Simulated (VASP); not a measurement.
# SrO (Fm-3m) in VASP: a series of runs

The runs below take SrO through single point, relaxation of cell and atoms, with PBE.

Program: VASP 6.6.1. These are calculated values, not measurements. Logs are shortened: lines on timing, memory, paths and dates and some standing lists are left out, and cuts for length are marked.

## Step 1: The cell of the first run

It takes space group Fm-3m (No. 225, cubic). The conventional cell has a = 5.195 Å, b = 5.195 Å, c = 5.195 Å, α = 90.00°, β = 90.00°, γ = 90.00°. Sr (site symmetry m-3m) has 6 O at 2.60 Å within 3.4 Å. Within 3.4 Å of O (site symmetry m-3m) lie 6 Sr at 2.60 Å.

## Step 2: Single point, PBE

INCAR reads:

```
PREC     = Accurate       # precision mode
ENCUT    = 520            # plane-wave cutoff, eV
EDIFF    = 1E-7           # SCF threshold, eV
ISMEAR   = 0              # smearing method
SIGMA    = 0.02           # smearing width, eV
LREAL    = F              # projectors in reciprocal space
LASPH    = T              # aspherical terms in the spheres
NELM     = 60             # most SCF steps
ALGO     = Normal         # electronic algorithm
ISIF     = 2              # what is computed and relaxed
LWAVE    = F              # write WAVECAR
LCHARG   = F              # write CHGCAR
GGA      = PE             # functional
NBANDS   = 15             # bands
```

KPOINTS reads:

```
Automatic mesh
0
Gamma
  8 8 8
```

POSCAR reads:

```
SrO
1.0
    0.0000000000      2.5974520205      2.5974520205
    2.5974520205      0.0000000000      2.5974520205
    2.5974520205      2.5974520205      0.0000000000
Sr O
1 1
Direct
    0.5000000000      0.5000000000      0.5000000000
    0.0000000000      0.0000000000      0.0000000000
```

Potentials or basis: VASP PAW PBE potentials, release 64 (Sr_sv, O).

Started as:

```
> cat potpaw_PBE.64/Sr_sv/POTCAR potpaw_PBE.64/O/POTCAR > POTCAR
> mpirun -np 1 vasp_std > vasp.out
```

OUTCAR:

```text
PREC = Accurate
   ENCUT = 520
   EDIFF = 1E-7
   ISMEAR = 0
   LREAL = F
   LASPH = T
   NELM = 60
   ISIF = 2
   GGA = PE

 ion  position               nearest neighbor table
   1  0.500  0.500  0.500-   2 2.60   2 2.60   2 2.60   2 2.60   2 2.60   2 2.60
   2  0.000  0.000  0.000-   1 2.60   1 2.60   1 2.60   1 2.60   1 2.60   1 2.60

  LATTYP: Found a face centered cubic cell.
 ALAT       =     5.1949040410

  Lattice vectors:

 A1 = (   0.0000000000,   2.5974520205,   2.5974520205)
 A2 = (   2.5974520205,   0.0000000000,   2.5974520205)
 A3 = (   2.5974520205,   2.5974520205,   0.0000000000)

Analysis of symmetry for initial positions (statically):
=====================================================================
 Subroutine PRICEL returns:
 Original cell was already a primitive cell.

 Routine SETGRP: Setting up the symmetry group for a
 face centered cubic supercell.

 Subroutine GETGRP returns: Found 48 space group operations
[... 9 lines left out ...]

 Routine SETGRP: Setting up the symmetry group for a
 face centered cubic supercell.

 Subroutine GETGRP returns: Found 48 space group operations
[... 11 lines left out ...]
                                     Primitive cell

  volume of cell :      35.0488

  direct lattice vectors                    reciprocal lattice vectors
     0.000000000  2.597452021  2.597452021    -0.192496337  0.192496337  0.192496337
     2.597452021  0.000000000  2.597452021     0.192496337 -0.192496337  0.192496337
     2.597452021  2.597452021  0.000000000     0.192496337  0.192496337 -0.192496337

  length of vectors
     3.673351875  3.673351875  3.673351875     0.333413436  0.333413436  0.333413436

  position of ions in fractional coordinates (direct lattice)
     0.500000000  0.500000000  0.500000000
     0.000000000  0.000000000  0.000000000

  ion indices of the primitive-cell ions
   primitive index   ion index
                 1           1
                 2           2

----------------------------------------------------------------------------------------

 KPOINTS: Automatic mesh

Automatic generation of k-mesh.
 Grid dimensions read from file:
 generate k-points for:    8    8    8

 Generating k-lattice:

  Cartesian coordinates                     Fractional coordinates (reciprocal lattice)
    -0.024062042  0.024062042  0.024062042     0.125000000  0.000000000  0.000000000
     0.024062042 -0.024062042  0.024062042     0.000000000  0.125000000  0.000000000
     0.024062042  0.024062042 -0.024062042     0.000000000  0.000000000  0.125000000

  Length of vectors
     0.041676680  0.041676680  0.041676680

  Shift w.r.t. Gamma in fractional coordinates (k-lattice)
     0.000000000  0.000000000  0.000000000

 Subroutine IBZKPT returns following result:
 ===========================================

 Found     29 irreducible k-points:

 Following reciprocal coordinates:
            Coordinates               Weight
  0.000000  0.000000  0.000000      1.000000
  0.125000  0.000000  0.000000      8.000000
  0.250000  0.000000  0.000000      8.000000
  0.375000  0.000000  0.000000      8.000000
  0.500000  0.000000  0.000000      4.000000
  0.125000  0.125000  0.000000      6.000000
[... 16 lines left out ...]
  0.500000  0.250000  0.125000     48.000000
 -0.375000  0.250000  0.125000     24.000000
 [... further k-points ...]
   k-points           NKPTS =     29   k-points in BZ     NKDIM =     29   number of bands    NBANDS=     15
   number of dos      NEDOS =    301   number of ions     NIONS =      2
   total plane-waves  NPLWV =  21952
   dimension x,y,z NGX =    28 NGY =   28 NGZ =   28
   dimension x,y,z NGXF=    56 NGYF=   56 NGZF=   56
   ions per type =               1   1
   NGX,Y,Z   is equivalent  to a cutoff of  12.67, 12.67, 12.67 a.u.
   NGXF,Y,Z  is equivalent  to a cutoff of  25.34, 25.34, 25.34 a.u.
 SYSTEM =  unknown system
   PREC   = accura    normal or accurate (medium, high low for compatibility)
   ISTART =      0    job   : 0-new  1-cont  2-samecut
   ICHARG =      2    charge: 1-file 2-atom 10-const
   ISPIN  =      1    spin polarized calculation?
   LNONCOLLINEAR =      F non collinear calculations
   LSORBIT =      F    spin-orbit coupling
   LASPH  =      T    aspherical Exc in radial PAW
   ENCUT  =  520.0 eV  38.22 Ry    6.18 a.u.   6.83  6.83  6.83*2*pi/ulx,y,z
   NELM   =     60;   NELMIN=  2; NELMDL= -5     # of ELM steps
   EDIFF  = 0.1E-06   stopping-criterion for ELM
   LREAL  =      F    real-space projection
   EDIFFG = 0.1E-05   stopping-criterion for IOM
   NSW    =      0    number of steps for IOM
   IBRION =     -1    ionic relax: 0-MD 1-quasi-New 2-CG
   NFREE  =      0    steps in history (QN), initial steepest desc. (CG)
   ISIF   =      2    stress and relaxation
   ISYM   =      2    0-nonsym 1-usesym 2-fastsym
   POTIM  = 0.5000    time-step for ionic-motion
   TEBEG  =    0.0;   TEEND  =   0.0 temperature during run
   PSTRESS=    0.0 pullay stress
   NELECT =      16.0000    total number of electrons
   NUPDOWN=      -1.0000    fix difference up-down
   EMIN   =  10.00;   EMAX   =-10.00  energy-range for DOS
   EFERMI =   0.00;   METHOD = LEGACY
   ISMEAR =     0;   SIGMA  =   0.02  broadening in eV -4-tet -1-fermi 0-gaus
   EFERMI_NEDOS =   21; number of points for ismear=-14 and -15
   IALGO  =     38    algorithm
   IMIX   =      4    mixing-type and parameters
     AMIX     =   0.40;   BMIX     =  1.00
     AMIX_MAG =   1.60;   BMIX_MAG =  1.00
  volume/ion in A,a.u.               =      17.52       118.26
  Fermi-wavevector in a.u.,A,eV,Ry     =   1.260542  2.382079 21.619194  1.588966
  Thomas-Fermi vector in A             =   2.394046
   LORBIT       =      0    0 simple, 1 ext, 2 COOP (PROOUT), +10 PAW based schemes
   GGA     = PE    functional components
   LHFCALC =     F    Hartree Fock is set to
   AEXX    =    0.0000 exact exchange contribution
   IVDW    =     0    specifies the selected vdW correction
   LEPSILON=     F    determine dielectric tensor
   LRPA    =     F    only Hartree local field effects (RPA)
 non-spin polarized calculation
 Gauss-broadening in eV      SIGMA  =   0.02
  energy-cutoff  :      520.00
  volume of cell :       35.05
 maximum number of plane-waves:       960
   NGX = 13   NGY = 13   NGZ = 13

 number of electron      16.0000000 magnetization

 Free energy of the ion-electron system (eV)
  ---------------------------------------------------
  ext. energy  EPLUGINS =         0.00000000
  ---------------------------------------------------
  free energy    TOTEN  =       -12.05466886 eV

  energy without entropy =      -12.05466886  energy(sigma->0) =      -12.05466886

 E-fermi :   1.7292     XC(G=0):  -9.8821

 val. band max:        1.5210611283   @ k =   0.0000   0.0000   0.0000
 cond. band min:       4.8012612059   @ k =   0.5000   0.5000   0.0000
 fundamental gap:      3.2802000776
 Fermi energy:         1.7291590038

 k-point     1 :       0.0000    0.0000    0.0000
  band No.  band energies     occupation
      1     -30.9777      2.00000
      2     -13.5305      2.00000
      3     -12.6459      2.00000
      4     -12.6459      2.00000
      5     -12.6459      2.00000
      6       1.5211      2.00000
      7       1.5211      2.00000
      8       1.5211      2.00000
      9       5.2882      0.00000
     10       7.6627      0.00000
     11       7.6627      0.00000
     12       7.6627      0.00000
     13       9.7615      0.00000
     14       9.7615      0.00000
     15      14.0810      0.00000

 k-point     2 :       0.1250    0.0000    0.0000
  band No.  band energies     occupation
      1     -30.9603      2.00000
      2     -13.9032      2.00000
      3     -12.6572      2.00000
      4     -12.6572      2.00000
      5     -12.3166      2.00000
      6       1.0764      2.00000
      7       1.3349      2.00000
      8       1.3349      2.00000
      9       5.9751      0.00000
     10       7.5153      0.00000
     11       7.9577      0.00000
     12       7.9577      0.00000
     13      10.1482      0.00000
     14      10.1482      0.00000
     15      15.0429      0.00000

 k-point     3 :       0.2500    0.0000    0.0000
  band No.  band energies     occupation
      1     -30.9180      2.00000
      2     -14.4556      2.00000
      3     -12.6844      2.00000
      4     -12.6844      2.00000
      5     -11.8699      2.00000
      6       0.2734      2.00000
      7       0.9317      2.00000
      8       0.9317      2.00000
      9       7.3696      0.00000
     10       7.5564      0.00000
     11       8.7567      0.00000
     12       8.7567      0.00000
     13      11.1183      0.00000
     14      11.1183      0.00000
     15      16.9368      0.00000

 k-point     4 :       0.3750    0.0000    0.0000
  band No.  band energies     occupation
      1     -30.8752      2.00000
      2     -14.8611      2.00000
      3     -12.7111      2.00000
      4     -12.7111      2.00000
      5     -11.5702      2.00000
      6      -0.3577      2.00000
      7       0.5776      2.00000
      8       0.5776      2.00000
      9       7.7254      0.00000
     10       9.0102      0.00000
     11       9.7251      0.00000
     12       9.7251      0.00000
     13      12.3309      0.00000
     14      12.3309      0.00000
     15      16.6182      0.00000
[... 307 lines left out ...]
 k-point    22 :       0.3750    0.2500    0.1250
  band No.  band energies     occupation
      1     -30.8872      2.00000
      2     -14.4772      2.00000
      3     -12.8798      2.00000
      4     -12.7381      2.00000
      5     -11.9049      2.00000
      6       0.0941      2.00000
      7       0.8550      2.00000
      8       1.2416      2.00000
      9       6.5376      0.00000
     10       7.8348      0.00000
     11       9.6017      0.00000
     12       9.9236      0.00000
     13      11.2779      0.00000
     14      12.0369      0.00000
     15      17.6861      0.00000

 k-point    23 :       0.5000    0.2500    0.1250
  band No.  band energies     occupation
      1     -30.8532      2.00000
      2     -14.6384      2.00000
      3     -12.9755      2.00000
      4     -12.8040      2.00000
      5     -11.8304      2.00000
      6       0.0164      2.00000
      7       0.6277      2.00000
      8       1.0020      2.00000
      9       7.0162      0.00000
     10       8.5120      0.00000
     11      10.2100      0.00000
     12      10.4198      0.00000
     13      12.3236      0.00000
     14      13.2535      0.00000
     15      15.4505      0.00000

 k-point    24 :      -0.3750    0.2500    0.1250
  band No.  band energies     occupation
      1     -30.8390      2.00000
      2     -14.7020      2.00000
      3     -12.9966      2.00000
      4     -12.8520      2.00000
      5     -11.8010      2.00000
      6      -0.0174      2.00000
      7       0.6855      2.00000
      8       0.7492      2.00000
      9       7.7758      0.00000
     10       8.1304      0.00000
     11      10.5718      0.00000
     12      10.8197      0.00000
     13      12.8286      0.00000
     14      14.1267      0.00000
     15      14.4952      0.00000

 [... further k-points ...]
[... 5 lines left out ...]
  --------------------------------------------------------------------------------------
  -------------------------------------------------------------------------------------
  Total        0.1115965      0.1115965      0.1115965      0.0000000     -0.0000000     -0.0000000
  in kB        5.1013909      5.1013909      5.1013909      0.0000000     -0.0000000     -0.0000000
  external PRESSURE =       5.1013909 kB  Pullay stress =       0.0000000 kB

 VOLUME and BASIS-vectors are now :
 -----------------------------------------------------------------------------
  energy-cutoff  :      520.00
  volume of cell :       35.05
      direct lattice vectors                 reciprocal lattice vectors
     0.000000000  2.597452021  2.597452021    -0.192496337  0.192496337  0.192496337
     2.597452021  0.000000000  2.597452021     0.192496337 -0.192496337  0.192496337
     2.597452021  2.597452021  0.000000000     0.192496337  0.192496337 -0.192496337

 POSITION                                       TOTAL-FORCE (eV/Angst)
 -----------------------------------------------------------------------------------
      2.59745      2.59745      2.59745        -0.000000     -0.000000     -0.000000
      0.00000      0.00000      0.00000         0.000000      0.000000      0.000000
 -----------------------------------------------------------------------------------
    total drift:                                0.000000      0.000000      0.000000

  FREE ENERGIE OF THE ION-ELECTRON SYSTEM (eV)
  ---------------------------------------------------
  free  energy   TOTEN  =       -12.0546688595 eV

  energy  without entropy=      -12.0546688595  energy(sigma->0) =      -12.05466886
```

It took 17 s on 1 thread of Intel Xeon Platinum 8488C (Sapphire Rapids), shared host; peak memory 0.16 GiB.

What came out:

```yaml
Free_energy: -12.0547 eV
Pressure: 0.5 GPa
Band_gap_on_the_k_mesh: 3.28 eV, indirect (least direct gap 3.39 eV)
```

Levels at points of the mesh, in eV from the valence-band top:
| k point | band 4 | band 5 | band 6 | band 7 | band 8 | band 9 | band 10 | band 11 | band 12 | band 13 |
| --- | --- | --- | --- | --- | --- | --- | --- | --- | --- | --- |
| (0.00, 0.00, 0.00) | -14.17 | -14.17 | 0.00 | 0.00 | 0.00 | 3.77 | 6.14 | 6.14 | 6.14 | 8.24 |
| (0.50, 0.00, 0.00) | -14.24 | -12.99 | -2.11 | -1.08 | -1.08 | 6.42 | 8.21 | 8.67 | 8.67 | 11.62 |
| (0.50, 0.50, 0.00) | -14.50 | -14.50 | -0.48 | -0.11 | -0.11 | 3.28 | 7.57 | 9.97 | 10.11 | 10.84 |

A k mesh can miss the band edges. A hybrid or GW would open this gap; PBE tends to underestimate it.

## Step 3: Relaxation of cell and atoms, PBE

This run uses another cell than the first one, of 17.25 Å³/atom, 0.984 times its volume.

INCAR reads:

```
SYSTEM = SrO
ALGO     = Normal         ! electronic algorithm
EDIFF    = 1E-6           ! SCF threshold, eV
EDIFFG   = -0.005         ! ionic threshold
ENCUT    = 600            ! plane-wave cutoff, eV
GGA      = PE             ! functional
IBRION   = 2              ! ionic algorithm
ISIF     = 3              ! what is computed and relaxed
ISMEAR   = 0              ! smearing method
LASPH    = .TRUE.         ! aspherical terms in the spheres
LCHARG   = .FALSE.        ! write CHGCAR
LREAL    = .FALSE.        ! projectors in reciprocal space
LWAVE    = .FALSE.        ! write WAVECAR
NELM     = 100            ! most SCF steps
NSW      = 100            ! ionic steps
PREC     = Accurate       ! precision mode
SIGMA    = 0.02           ! smearing width, eV
```

KPOINTS reads:

```
k-points
0
G
  8 8 8
  0 0 0
```

POSCAR reads:

```
SrO
1.0
    0.0000000000      2.5837846888      2.5837846888
    2.5837846888      0.0000000000      2.5837846888
    2.5837846888      2.5837846888      0.0000000000
Sr O
1 1
Direct
    0.5000000000      0.5000000000      0.5000000000
    0.0000000000      0.0000000000      0.0000000000
```

Potentials or basis: VASP PAW PBE potentials, release 64 (Sr_sv, O).

Started as:

```
> cat potpaw_PBE.64/Sr_sv/POTCAR potpaw_PBE.64/O/POTCAR > POTCAR
> mpirun -np 1 vasp_std > vasp.out
```

Wall time 36 s (1 thread of Intel Xeon Platinum 8488C (Sapphire Rapids), shared host); peak memory 0.18 GiB.

It converged, with:

| Item | Value |
| --- | --- |
| Free energy | -12.0559 eV |
| Relaxed volume | 17.61 Å³/atom |
| Relaxed cell | a = 3.680 Å, b = 3.680 Å, c = 3.680 Å, α = 60.00°, β = 60.00°, γ = 60.00° |
| Space group after relaxing (to 0.05 Å) | Fm-3m (No. 225) |
| Energy gained by relaxing | 2.1 meV/atom |
| Ionic steps | 3 |
| Pressure after relaxing | 0.0 GPa |
| Band gap on the k mesh | 3.28 eV, indirect (least direct gap 3.39 eV) |

Step by step:
```tsv
step	energy change (eV)	largest force (eV/Å)	pressure (GPa)	volume (Å³)
1	0.0000	0.0000	1.85	34.50
2	-0.0036	0.0000	-0.64	35.50
3	-0.0041	0.0000	0.00	35.23
```

Final structure:
```yaml
crystal:
  lattice:
    - [0.00000, 2.60185, 2.60185]
    - [2.60185, 0.00000, 2.60185]
    - [2.60185, 2.60185, 0.00000]
  atoms:
    - { symbol: Sr, position: [0.50000, 0.50000, 0.50000] }
    - { symbol: O, position: [0.00000, 0.00000, 0.00000] }
```

Levels at points of the mesh, in eV from the valence-band top:
```tsv
k point	band 4	band 5	band 6	band 7	band 8	band 9	band 10	band 11	band 12
(0.00, 0.00, 0.00)	-14.19	-14.19	0.00	0.00	0.00	3.73	6.13	6.13	6.13
(0.50, 0.00, 0.00)	-14.26	-13.01	-2.10	-1.07	-1.07	6.40	8.17	8.64	8.64
(0.50, 0.50, 0.00)	-14.52	-14.52	-0.49	-0.11	-0.11	3.28	7.54	9.94	10.06
```

A k mesh can miss the band edges. PBE gaps usually lie below the measured ones, often by a third to a half.

## Step 4: Single point, PBE

This run uses another cell than the first one: it holds 32 atoms, not 2.

INCAR reads:

```
SYSTEM = SrO
  PREC = Accurate
  ENCUT = 520
  EDIFF = 1E-7
  ISMEAR = 0
  SIGMA = 0.01
  LREAL = Auto
  LASPH = .TRUE.
  NELM = 60
  ALGO = Normal
  ISIF = 2
  LWAVE = .FALSE.
  LCHARG = .TRUE.
  GGA = PE
  LELF = .TRUE.
  LVHAR = .TRUE.
  NBANDS = 150
```

KPOINTS reads:

```
Automatic mesh
0
Gamma
  2 2 2
  0.5 0.5 0.5
```

POSCAR reads:

```
SrO
1.0
   -5.1949040414      5.1949040414      5.1949040414
    5.1949040414     -5.1949040414      5.1949040414
    5.1949040414      5.1949040414     -5.1949040414
Sr O
16 16
Direct
    0.5000000000      0.7500000000      0.2500000000
    0.5000000000      0.0000000000      0.0000000000
    0.5000000000      0.2500000000      0.7500000000
    0.7500000000      0.5000000000      0.2500000000
    0.5000000000      0.5000000000      0.5000000000
    0.7500000000      0.7500000000      0.0000000000
    0.7500000000      0.0000000000      0.7500000000
    0.0000000000      0.2500000000      0.2500000000
    0.7500000000      0.2500000000      0.5000000000
    0.0000000000      0.5000000000      0.0000000000
    0.0000000000      0.7500000000      0.7500000000
    0.2500000000      0.0000000000      0.2500000000
    0.0000000000      0.0000000000      0.5000000000
    0.2500000000      0.2500000000      0.0000000000
    0.2500000000      0.5000000000      0.7500000000
    0.2500000000      0.7500000000      0.5000000000
    0.5000000000      0.5000000000      0.0000000000
    0.5000000000      0.7500000000      0.7500000000
    0.5000000000      0.0000000000      0.5000000000
    0.7500000000      0.2500000000      0.0000000000
    0.5000000000      0.2500000000      0.2500000000
    0.7500000000      0.5000000000      0.7500000000
    0.7500000000      0.7500000000      0.5000000000
    0.0000000000      0.0000000000      0.0000000000
    0.7500000000      0.0000000000      0.2500000000
    0.0000000000      0.2500000000      0.7500000000
    0.0000000000      0.5000000000      0.5000000000
    0.2500000000      0.7500000000      0.0000000000
    0.0000000000      0.7500000000      0.2500000000
    0.2500000000      0.0000000000      0.7500000000
    0.2500000000      0.2500000000      0.5000000000
    0.2500000000      0.5000000000      0.2500000000
```

Started as:

```
> cat potpaw_PBE.64/Sr_sv/POTCAR potpaw_PBE.64/O/POTCAR > POTCAR
> mpirun -np 1 vasp_std > vasp.out
```

Run time: 4.5 min. Hardware: 1 thread of Intel Xeon 6975P-C (Granite Rapids), shared host; peak memory 0.73 GiB.

Results (log left out):

```yaml
Free_energy: -192.8750 eV
Pressure: 0.5 GPa
Band_gap_on_the_k_mesh: 3.63 eV
```

Levels at points of the mesh, in eV from the valence-band top:
```csv
k point,band 125,band 126,band 127,band 128,band 129,band 130,band 131,band 132
"(0.25, 0.25, 0.25)",-0.52,-0.52,-0.52,-0.52,5.03,5.03,5.03,5.03
```

A k mesh can miss the band edges. PBE gaps usually lie below the measured ones, often by a third to a half.

## Step 5: Summary

| task | cell | k mesh | cutoff (eV) | smearing | gap on the mesh (eV) | pressure (GPa) |
| --- | --- | --- | --- | --- | --- | --- |
| single point | a = 3.673 Å, angles 60.0°, 2 atoms | 8 × 8 × 8 | 520 | gaussian 0.02 eV | 3.28 | 0.5 |
| relaxation of cell and atoms | relaxed from a = 3.654 Å, angles 60.0°, 2 atoms | 8 × 8 × 8 | 600 | gaussian 0.02 eV | 3.28 | 0.0 |
| single point | a = 8.998 Å, angles 109.5°, 32 atoms | 2 × 2 × 2, shifted | 520 | gaussian 0.01 eV | 3.63 | 0.5 |

Alike in all rows: level PBE; potentials or basis VASP PAW PBE potentials, release 64 (Sr_sv, O); no spin polarisation.

Total energies depend on the potentials used, so only differences within one code and one set of settings carry meaning.
